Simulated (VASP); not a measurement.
Write the native input for VASP 6.6.1 that does the following.

| Quantity | Value |
| --- | --- |
| Task | single point |
| Functional | PBE |
| Potentials or basis | VASP PAW PBE potentials, release 64 (Cd, S) |
| Cutoff | 520 eV |
| k mesh | 12 × 12 × 4 |
| Occupations | gaussian, width 0.05 eV |
| Spin | no spin polarisation |
| Dipole correction | no |
| Further INCAR settings | ALGO = Normal; EDIFF = 1e-07; NBANDS = 26 |

The structure of CdS lies in POSCAR:

```
CdS
1.0
    4.1347992034      0.0930329821      0.0000000000
   -1.9868306758      3.5343246587      0.0000000000
    0.0000000000      0.0000000000      6.7490000000
Cd S
2 2
Direct
    0.3333333333      0.6666666667      0.0000000000
    0.6666666667      0.3333333333      0.5000000000
    0.3333333333      0.6666666667      0.3850000000
    0.6666666667      0.3333333333      0.8850000000
```

This cell differs from its parent crystal: strain +0.0450 x Voigt [0, 0, 0, 0, 0, 1].

The input as run:

INCAR

```
SYSTEM = CdS
PREC = Accurate
ENCUT = 520
EDIFF = 1E-7
ISMEAR = 0
SIGMA = 0.05
LREAL = .FALSE.
LASPH = .TRUE.
NELM = 80
ALGO = Normal
ISIF = 2
LWAVE = .FALSE.
LCHARG = .TRUE.
GGA = PE
LELF = .TRUE.
LVHAR = .TRUE.
NBANDS = 26
```

KPOINTS

```
Automatic mesh
0
G
  12 12 4
  0 0 0
```

Potentials or basis: VASP PAW PBE potentials, release 64 (Cd, S).

Launch:

```bash
$ cat potpaw_PBE.64/Cd/POTCAR potpaw_PBE.64/S/POTCAR > POTCAR
$ mpirun -np 1 vasp_std > vasp.out
```

It gave:

```json
{"Pressure": "3.0 GPa", "Largest force": "0.460 eV/Å", "Band gap on the k mesh": "1.15 eV, direct"}
```

Caveat: the cell differs from its parent crystal (strain +0.0450 x Voigt [0, 0, 0, 0, 0, 1]).

It took 4.8 min on 1 thread of AMD EPYC 9R45 96-Core Processor (Zen 5), with other jobs on the host, peak memory 0.52 GiB.
